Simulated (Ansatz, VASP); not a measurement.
# One calculation of ZnO, two programs

File POSCAR:

```
ZnO
1.0
    2.6461709590      0.0000000000      0.0000000000
    0.0000000000      2.6461709590      0.0000000000
    0.0000000000      0.0000000000      2.6461709590
Zn O
1 1
Direct
    0.0000000000      0.0000000000      0.0000000000
    0.5000000000      0.5000000000      0.5000000000
```

The input INCAR.step1:

```
SYSTEM = ZnO
PREC = Accurate
ENCUT = 520
EDIFF = 1E-5
ISMEAR = 0
SIGMA = 0.5
LREAL = .FALSE.
LASPH = .TRUE.
NELM = 120
ALGO = Normal
ISIF = 2
LWAVE = .TRUE.
LCHARG = .FALSE.
NBANDS = 16
GGA = PE
GGA_COMPAT = .FALSE.
```

INCAR.step2

```
SYSTEM = ZnO
PREC = Accurate
ENCUT = 520
EDIFF = 1E-6
ISMEAR = 0
SIGMA = 0.5
LREAL = .FALSE.
LASPH = .TRUE.
NELM = 120
ALGO = Normal
ISIF = 2
LWAVE = .FALSE.
LCHARG = .FALSE.
GGA = PE
LHFCALC = .TRUE.
HFSCREEN = 0.2079
PRECFOCK = Normal
NBANDS = 16
ISTART = 1
GGA_COMPAT = .FALSE.
```

The input KPOINTS:

```
Automatic mesh
0
G
  4 4 4
  0 0 0
```

Input for Ansatz:

```yaml
crystal:
  lattice:
    - [2.646170959, 0.0, 0.0]
    - [0.0, 2.646170959, 0.0]
    - [0.0, 0.0, 2.646170959]
  atoms:
    - { symbol: Zn, position: [0.0, 0.0, 0.0] }
    - { symbol: O, position: [0.5, 0.5, 0.5] }
kpoints:
  mp_grid: { grid: [4, 4, 4] }
hamiltonian:
  xc: hse06
scf:
  occupations: { method: gaussian, width: 0.5 }
  n_extra_bands: 4
output:
  forces: true
  stress: true
  eigenvalues: true
```

Alike in both runs: task single point; functional HSE06; k mesh 4 × 4 × 4; occupations gaussian, width 0.5 eV; no spin polarisation.

|  | VASP | Ansatz |
| --- | --- | --- |
| version | VASP 6.6.1 | Ansatz 0.2.0 |
| potentials or method | VASP PAW PBE potentials, release 64 (Zn, O) | plane waves |
| plane-wave cutoff (eV) | 520 | 420 |
| valence electrons in the cell | 18 | 18 |

|  | VASP | Ansatz | Ansatz less VASP |
| --- | --- | --- | --- |
| pressure (GPa) | 1.8 | 0.8 | -1.06 |

With one functional, cell and mesh, what is left measures potentials, basis and numerics. Ansatz's warnings: stress exchange threshold loose, stress scf threshold loose.

The k mesh is coarse, so the values compare programs but aren't converged.
